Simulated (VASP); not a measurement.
A run of VASP 6.6.1 is set up as follows.

File INCAR:

```
SYSTEM = Ti
PREC = Accurate
ENCUT = 520
EDIFF = 1E-6
ISMEAR = 0
SIGMA = 0.15
LREAL = .False.
LASPH = .True.
NELM = 80
ALGO = Fast
ISIF = 2
LWAVE = .False.
LCHARG = .False.
GGA = PS
NBANDS = 25
```

File KPOINTS:

```
regular mesh
0
Gamma
  12 12 14
  0 0 0
```

The input POSCAR:

```
Ti
1.0
    4.5691000000      0.0000000000      0.0000000000
   -2.2845500000      3.9569566724      0.0000000000
    0.0000000000      0.0000000000      2.8263000000
Ti
3
Direct
    0.0000000000      0.0000000000      0.0000000000
    0.3333333333      0.6666666667      0.5000000000
    0.6666666667      0.3333333333      0.5000000000
```

Potentials or basis: VASP PAW PBE potentials, release 64 (Ti_sv).

Launch:

```bash
$ cat potpaw_PBE.64/Ti_sv/POTCAR > POTCAR
$ mpirun -np 1 vasp_std > vasp.out
```

Estimate the band gap on the k mesh.

zero (band 18 reaches 8.51 eV, above the bottom of band 19 at 8.23 eV).

What does it give for the pressure?

-4.1 GPa.

Stress tensor (GPa, compression positive):
```
-4.20  0.00  0.00
 0.00 -4.20  0.00
 0.00  0.00 -3.94
```

Caveat: the PAW data sets were made with another functional, which shifts forces and pressure a little.
